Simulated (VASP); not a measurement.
Input of a VASP 6.6.1 run:

The input INCAR:

```
PREC = Accurate
ENCUT = 500
EDIFF = 1E-6
ISMEAR = 0
SIGMA = 0.1
LREAL = False
LASPH = True
NELM = 120
ALGO = Normal
ISIF = 2
LWAVE = False
LCHARG = True
GGA = PE
LELF = True
LVHAR = True
NBANDS = 21
GGA_COMPAT = False
```

Contents of KPOINTS:

```
Automatic mesh
0
Gamma
  10 10 10
```

File POSCAR:

```
Ge
1.0
    0.0153759050      2.8941883722      2.8720690671
    2.8941883722      0.0153759050      2.8720690671
    2.9095642772      2.9095642772      0.0000000000
Ge
2
Direct
    0.0007077058      0.0007077058     -0.0007077058
    0.2492922942      0.2492922942      0.2507077058
```

Potentials or basis: VASP PAW PBE potentials, release 64 (Ge_d).

The run is started by

```sh
$ cat potpaw_PBE.64/Ge_d/POTCAR > POTCAR
$ mpirun -np 1 vasp_std > vasp.out
```

(1) Predict the pressure.

(2) Predict the band gap on the k mesh.

## Answers

(1) -0.5 GPa.

(2) zero (bands 14 and 15 overlap by 0.07 eV).

Caveat: the cell differs from its parent crystal (strained cell); semilocal functionals underestimate gaps, so a narrow gap can read as zero.
